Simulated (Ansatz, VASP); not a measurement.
Two plane-wave programs on Pt

INCAR

```
PREC = Accurate
ENCUT = 500
EDIFF = 1E-7
ISMEAR = 0
SIGMA = 0.1
LREAL = F
LASPH = T
NELM = 120
ALGO = Normal
ISIF = 3
LWAVE = F
LCHARG = F
GGA = RP
IBRION = 2
NSW = 100
EDIFFG = -0.05
GGA_COMPAT = F
NELMIN = 4
```

The input KPOINTS:

```
regular mesh
0
Gamma
  8 8 8
```

The input POSCAR:

```
Pt
1.0
    0.0000000000      1.9609000000      1.9609000000
    1.9609000000      0.0000000000      1.9609000000
    1.9609000000      1.9609000000      0.0000000000
Pt
1
Direct
    0.0000000000      0.0000000000      0.0000000000
```

Input for Ansatz:

```yaml
crystal:
  lattice:
    - [0.0, 1.9609, 1.9609]
    - [1.9609, 0.0, 1.9609]
    - [1.9609, 1.9609, 0.0]
  atoms:
    - { symbol: Pt, position: [0.0, 0.0, 0.0] }
basis:
  ecutwfc: 420
kpoints:
  mp_grid: { grid: [8, 8, 8] }
hamiltonian:
  xc: rpbe
scf:
  occupations: { method: gaussian, width: 0.1 }
output:
  forces: true
  stress: true
  eigenvalues: true
relax:
  adjacent_minimum: "off"
  f_tol: 0.05
  max_steps: 80
  cell: { stress_tol: 0.5 }
```

Alike in both runs: task relaxation of cell and atoms; functional RPBE; k mesh 8 × 8 × 8; occupations gaussian, width 0.1 eV; no spin polarisation.

```csv
,VASP,Ansatz
version,VASP 6.6.1,Ansatz 0.2.0
potentials or method,"VASP PAW PBE potentials, release 64 (Pt), cutoff 500 eV","scalar-relativistic, plane waves, PAW"
valence electrons in the cell,10,18
```

|  | VASP | Ansatz | Ansatz less VASP |
| --- | --- | --- | --- |
| gap on the k mesh at the Fermi level, each at its own relaxed structure (eV) | none | none | - |
| relaxed volume (Å³/atom) | 15.84 | 15.87 | +0.031 |
| relaxed cell length with the largest relative difference (Å) | 2.819 | 2.821 | +0.0018 |

VASP's potentials were made for PBE, not for RPBE. A gap of «none» marks a metal or a gap that the smearing closes. VASP's potentials hold 10 valence electrons a cell and Ansatz's 18, so a difference there can come from the potentials and not from the codes.

Spin-orbit coupling is off throughout.
